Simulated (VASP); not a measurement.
# Li3Nb2P3 (P6/mmm) in VASP: relaxation of cell and atoms with PBE

Aim: the relaxation of cell and atoms of Li3Nb2P3 with PBE.

Everything below comes from runs of VASP 6.6.1. Logs are shortened: lines on timing, memory, paths and dates and some standing lists are left out, and cuts for length are marked.

**1. The cell of the first run**

Symmetry: P6/mmm, No. 191, hexagonal system. The conventional cell has a = 8.178 Å, b = 8.178 Å, c = 4.720 Å, α = 90.00°, β = 90.00°, γ = 120.00°. Li (site symmetry mmm) has 2 P at 2.36 Å within 3.1 Å. Within 3.1 Å of Nb (site symmetry -6m2) lie 3 P at 2.36 Å. Within 3.1 Å of P (site symmetry mmm) lie 2 Li at 2.36 Å and 2 Nb at 2.36 Å.

**2. Relaxation of cell and atoms, PBE**

INCAR

```
ALGO     = Normal         # electronic algorithm
EDIFF    = 1E-6           # SCF threshold, eV
EDIFFG   = -0.01          # ionic threshold
ENCUT    = 600            # plane-wave cutoff, eV
GGA      = PE             # functional
IBRION   = 2              # ionic algorithm
ISIF     = 3              # what is computed and relaxed
ISMEAR   = 0              # smearing method
LASPH    = T              # aspherical terms in the spheres
LCHARG   = F              # write CHGCAR
LREAL    = F              # projectors in reciprocal space
LWAVE    = F              # write WAVECAR
NELM     = 100            # most SCF steps
NSW      = 100            # ionic steps
PREC     = Accurate       # precision mode
SIGMA    = 0.1            # smearing width, eV
```

KPOINTS

```
k-points
0
Gamma
  6 6 8
```

POSCAR

```
Li3Nb2P3
1.0
    8.1780180123      0.0000000000      0.0000000000
   -4.0890090061      7.0823713512      0.0000000000
    0.0000000000      0.0000000000      4.7200603220
Li Nb P
3 2 3
Direct
    0.5000000000      0.0000000000      0.0000000000
    0.0000000000      0.5000000000      0.0000000000
    0.5000000000      0.5000000000      0.0000000000
    0.3333333333      0.6666666667      0.5000000000
    0.6666666667      0.3333333333      0.5000000000
    0.5000000000      0.0000000000      0.5000000000
    0.0000000000      0.5000000000      0.5000000000
    0.5000000000      0.5000000000      0.5000000000
```

Potentials or basis: VASP PAW PBE potentials, release 64 (Li_sv, Nb_sv, P).

On the command line:

```bash
$ cat potpaw_PBE.64/Li_sv/POTCAR potpaw_PBE.64/Nb_sv/POTCAR potpaw_PBE.64/P/POTCAR > POTCAR
$ mpirun -np 1 vasp_std > vasp.out
```

OUTCAR:

```text
EDIFF = 1E-6
   EDIFFG = -0.01
   ENCUT = 600
   GGA = PE
   IBRION = 2
   ISIF = 3
   ISMEAR = 0
   LASPH = T
   LREAL = F
   NELM = 100
   NSW = 100
   PREC = Accurate

 ion  position               nearest neighbor table
   1  0.500  0.000  0.000-   6 2.36   6 2.36
   2  0.000  0.500  0.000-   7 2.36   7 2.36
   3  0.500  0.500  0.000-   8 2.36   8 2.36
   4  0.333  0.667  0.500-   6 2.36   7 2.36   8 2.36
   5  0.667  0.333  0.500-   6 2.36   7 2.36   8 2.36
   6  0.500  0.000  0.500-   1 2.36   1 2.36   5 2.36   4 2.36
   7  0.000  0.500  0.500-   2 2.36   2 2.36   5 2.36   4 2.36
   8  0.500  0.500  0.500-   3 2.36   3 2.36   5 2.36   4 2.36

  LATTYP: Found a hexagonal cell.
 ALAT       =     8.1780180123
 C/A-ratio  =     0.5771643343

  Lattice vectors:

 A1 = (   8.1780180123,   0.0000000000,   0.0000000000)
 A2 = (  -4.0890090061,   7.0823713512,   0.0000000000)
 A3 = (   0.0000000000,   0.0000000000,   4.7200603220)

Analysis of symmetry for initial positions (statically):
=====================================================================
 Subroutine PRICEL returns:
 Original cell was already a primitive cell.

 Routine SETGRP: Setting up the symmetry group for a
 hexagonal supercell.

 Subroutine GETGRP returns: Found 24 space group operations
 (whereof 24 operations were pure point group operations)
 out of a pool of 24 trial point group operations.

The static configuration has the point symmetry D_6h.

Analysis of symmetry for dynamics (positions and initial velocities):
=====================================================================
 Subroutine PRICEL returns:
 Original cell was already a primitive cell.

 Routine SETGRP: Setting up the symmetry group for a
 hexagonal supercell.

 Subroutine GETGRP returns: Found 24 space group operations
 (whereof 24 operations were pure point group operations)
 out of a pool of 24 trial point group operations.

The dynamic configuration has the point symmetry D_6h.

 Subroutine INISYM returns: Found 24 space group operations
 (whereof 24 operations are pure point group operations),
 and found     1 'primitive' translations

----------------------------------------------------------------------------------------

                                     Primitive cell

  volume of cell :     273.3848

  direct lattice vectors                    reciprocal lattice vectors
     8.178018012  0.000000000  0.000000000     0.122279017  0.070597823  0.000000000
    -4.089009006  7.082371351  0.000000000     0.000000000  0.141195646  0.000000000
     0.000000000  0.000000000  4.720060322     0.000000000  0.000000000  0.211861699

  length of vectors
     8.178018012  8.178018012  4.720060322     0.141195646  0.141195646  0.211861699

  position of ions in fractional coordinates (direct lattice)
     0.500000000  0.000000000  0.000000000
     0.000000000  0.500000000  0.000000000
     0.500000000  0.500000000  0.000000000
     0.333333333  0.666666667  0.500000000
     0.666666667  0.333333333  0.500000000
     0.500000000  0.000000000  0.500000000
     0.000000000  0.500000000  0.500000000
     0.500000000  0.500000000  0.500000000

  ion indices of the primitive-cell ions
   primitive index   ion index
                 1           1
                 2           2
                 3           3
                 4           4
                 5           5
                 6           6
                 7           7
                 8           8

----------------------------------------------------------------------------------------

 KPOINTS: k-points

Automatic generation of k-mesh.
 Grid dimensions read from file:
 generate k-points for:    6    6    8

 Generating k-lattice:

  Cartesian coordinates                     Fractional coordinates (reciprocal lattice)
     0.020379836  0.011766304  0.000000000     0.166666667  0.000000000  0.000000000
     0.000000000  0.023532608  0.000000000     0.000000000  0.166666667  0.000000000
     0.000000000  0.000000000  0.026482712     0.000000000  0.000000000  0.125000000

  Length of vectors
     0.023532608  0.023532608  0.026482712

  Shift w.r.t. Gamma in fractional coordinates (k-lattice)
     0.000000000  0.000000000  0.000000000

 Subroutine IBZKPT returns following result:
 ===========================================

 Found     35 irreducible k-points:

 Following reciprocal coordinates:
            Coordinates               Weight
  0.000000  0.000000  0.000000      1.000000
  0.166667 -0.000000  0.000000      6.000000
  0.333333  0.000000  0.000000      6.000000
  0.500000  0.000000  0.000000      3.000000
  0.166667  0.166667  0.000000      6.000000
  0.333333  0.166667  0.000000     12.000000
[... 16 lines left out ...]
  0.166667 -0.000000  0.375000     12.000000
  0.333333  0.000000  0.375000     12.000000
 [... further k-points ...]
   k-points           NKPTS =     35   k-points in BZ     NKDIM =     35   number of bands    NBANDS=     30
   number of dos      NEDOS =    301   number of ions     NIONS =      8
   total plane-waves  NPLWV = 196000
   dimension x,y,z NGX =    70 NGY =   70 NGZ =   40
   dimension x,y,z NGXF=   140 NGYF=  140 NGZF=   80
   ions per type =               3   2   3
   NGX,Y,Z   is equivalent  to a cutoff of  14.23, 14.23, 14.09 a.u.
   NGXF,Y,Z  is equivalent  to a cutoff of  28.46, 28.46, 28.18 a.u.
 SYSTEM =  unknown system
   PREC   = accura    normal or accurate (medium, high low for compatibility)
   ISTART =      0    job   : 0-new  1-cont  2-samecut
   ICHARG =      2    charge: 1-file 2-atom 10-const
   ISPIN  =      1    spin polarized calculation?
   LNONCOLLINEAR =      F non collinear calculations
   LSORBIT =      F    spin-orbit coupling
   LASPH  =      T    aspherical Exc in radial PAW
   ENCUT  =  600.0 eV  44.10 Ry    6.64 a.u.  16.33 16.33  9.43*2*pi/ulx,y,z
   NELM   =    100;   NELMIN=  2; NELMDL= -5     # of ELM steps
   EDIFF  = 0.1E-05   stopping-criterion for ELM
   LREAL  =      F    real-space projection
   EDIFFG = -.1E-01   stopping-criterion for IOM
   NSW    =    100    number of steps for IOM
   IBRION =      2    ionic relax: 0-MD 1-quasi-New 2-CG
   NFREE  =      1    steps in history (QN), initial steepest desc. (CG)
   ISIF   =      3    stress and relaxation
   ISYM   =      2    0-nonsym 1-usesym 2-fastsym
   POTIM  = 0.5000    time-step for ionic-motion
   TEBEG  =    0.0;   TEEND  =   0.0 temperature during run
   PSTRESS=    0.0 pullay stress
   NELECT =      50.0000    total number of electrons
   NUPDOWN=      -1.0000    fix difference up-down
   EMIN   =  10.00;   EMAX   =-10.00  energy-range for DOS
   EFERMI =   0.00;   METHOD = LEGACY
   ISMEAR =     0;   SIGMA  =   0.10  broadening in eV -4-tet -1-fermi 0-gaus
   EFERMI_NEDOS =   21; number of points for ismear=-14 and -15
   IALGO  =     38    algorithm
   IMIX   =      4    mixing-type and parameters
     AMIX     =   0.40;   BMIX     =  1.00
     AMIX_MAG =   1.60;   BMIX_MAG =  1.00
  volume/ion in A,a.u.               =      34.17       230.61
  Fermi-wavevector in a.u.,A,eV,Ry     =   0.929266  1.756058 11.749112  0.863535
  Thomas-Fermi vector in A             =   2.055531
   LORBIT       =      0    0 simple, 1 ext, 2 COOP (PROOUT), +10 PAW based schemes
   GGA     = PE    functional components
   LHFCALC =     F    Hartree Fock is set to
   AEXX    =    0.0000 exact exchange contribution
   IVDW    =     0    specifies the selected vdW correction
   LEPSILON=     F    determine dielectric tensor
   LRPA    =     F    only Hartree local field effects (RPA)
 conjugate gradient relaxation of ions
 non-spin polarized calculation
 Gauss-broadening in eV      SIGMA  =   0.10
  energy-cutoff  :      600.00
  volume of cell :      273.38
 maximum number of plane-waves:      9163
 NGX is ok and might be reduce to    70
   NGX = 33   NGY = 33   NGZ = 19

--------------------------------------- Ionic step        1  -------------------------------------------

 number of electron      50.0000002 magnetization

 Free energy of the ion-electron system (eV)
  ---------------------------------------------------
  ext. energy  EPLUGINS =         0.00000000
  ---------------------------------------------------
  free energy    TOTEN  =       -42.11251045 eV

  energy without entropy =      -42.07945305  energy(sigma->0) =      -42.09598175

------------------------ aborting loop because EDIFF is reached ----------------------------------------

  FORCE on cell =-STRESS in cart. coord.  units (eV):
  Direction    XX          YY          ZZ          XY          YZ          ZX
  --------------------------------------------------------------------------------------
  -------------------------------------------------------------------------------------
  Total       -0.4325558     -0.4325558     -0.4238290     -0.0000000      0.0000000      0.0000000
  in kB       -2.5350027     -2.5350027     -2.4838591     -0.0000000      0.0000000      0.0000000
  external PRESSURE =      -2.5179548 kB  Pullay stress =       0.0000000 kB
[... 111 lines left out ...]
  energy  without entropy=      -42.0810254978  energy(sigma->0) =      -42.09743654

--------------------------------------- Ionic step        4  -------------------------------------------

 number of electron      50.0000005 magnetization

 Free energy of the ion-electron system (eV)
  ---------------------------------------------------
  ext. energy  EPLUGINS =         0.00000000
  ---------------------------------------------------
  free energy    TOTEN  =       -42.11405786 eV

  energy without entropy =      -42.08138027  energy(sigma->0) =      -42.09771907

 E-fermi :   0.6263     XC(G=0):  -6.4985

 val. band max:        0.6224725436   @ k =   0.5000   0.0000   0.3750
 cond. band min:       0.6265071028   @ k =   0.1667   0.1667   0.2500
 fundamental gap:      0.0040345593
 Fermi energy:         0.6262953937

 k-point     1 :       0.0000    0.0000    0.0000
  band No.  band energies     occupation
      1     -54.4036      2.00000
      2     -54.4030      2.00000
      3     -45.2058      2.00000
      4     -45.2056      2.00000
      5     -45.2056      2.00000
      6     -30.5554      2.00000
[... 781 lines left out ...]
     29       2.1349      0.00000
     30       2.5250      0.00000

 [... further k-points ...]

------------------------ aborting loop because EDIFF is reached ----------------------------------------

  FORCE on cell =-STRESS in cart. coord.  units (eV):
  Direction    XX          YY          ZZ          XY          YZ          ZX
  --------------------------------------------------------------------------------------
  -------------------------------------------------------------------------------------
  Total        0.0294097      0.0294097     -0.0513241      0.0000000      0.0000000     -0.0000000
  in kB        0.1735701      0.1735701     -0.3029048      0.0000000      0.0000000     -0.0000000
  external PRESSURE =       0.0147452 kB  Pullay stress =       0.0000000 kB
[... 23 lines left out ...]
  FREE ENERGIE OF THE ION-ELECTRON SYSTEM (eV)
  ---------------------------------------------------
  free  energy   TOTEN  =       -42.1140578639 eV

  energy  without entropy=      -42.0813802706  energy(sigma->0) =      -42.09771907

 reached required accuracy - stopping structural energy minimisation
```

Wall time 15 min (1 thread of AMD EPYC 9R45 (Zen 5), shared host); peak memory 0.65 GiB.

Results:

```
Free energy                            : -42.1141 eV
Relaxed volume                         : 33.93 Å³/atom
Relaxed cell                           : a = 8.163 Å, b = 8.163 Å, c = 4.704 Å, α = 90.00°, β = 90.00°, γ = 120.00°
Space group after relaxing (to 0.05 Å) : P6/mmm (No. 191)
Energy gained by relaxing              : 0.2 meV/atom
Ionic steps                            : 4
Pressure after relaxing                : 0.0 GPa
Band gap on the k mesh                 : zero (band 25 reaches 0.78 eV, above the bottom of band 26 at 0.61 eV)
```

Step by step:
```tsv
step	energy change (eV)	largest force (eV/Å)	pressure (GPa)	volume (Å³)
1	0.0000	0.0000	-0.25	273.38
2	-0.0013	0.0000	0.06	271.27
3	-0.0013	0.0000	0.00	271.69
4	-0.0015	0.0000	0.00	271.47
```

Final structure:
```
Li Nb P
1.0
     8.16344    0.00000    0.00000
    -4.08172    7.06974    0.00000
     0.00000    0.00000    4.70380
Li Nb P
3 2 3
Direct
  0.50000 0.00000 0.00000
  0.00000 0.50000 0.00000
  0.50000 0.50000 0.00000
  0.33333 0.66667 0.50000
  0.66667 0.33333 0.50000
  0.50000 0.00000 0.50000
  0.00000 0.50000 0.50000
  0.50000 0.50000 0.50000
```

Levels at points of the mesh, in eV from the Fermi level:
```tsv
k point	band 23	band 24	band 25	band 26	band 27	band 28
(0.00, 0.00, 0.00)	-0.84	-0.64	-0.12	0.24	0.24	0.28
(0.50, 0.00, 0.00)	-0.89	-0.77	-0.70	0.27	0.92	0.99
(0.00, 0.00, 0.50)	-0.31	-0.31	0.08	0.43	0.43	0.73
(0.50, 0.00, 0.50)	-0.58	-0.21	0.06	0.28	0.83	1.14
```

Caveat: the cutoff is under 1.25 times the usual one of these potentials, so pressure, stress and relaxed cells hold a basis-set (Pulay) error.
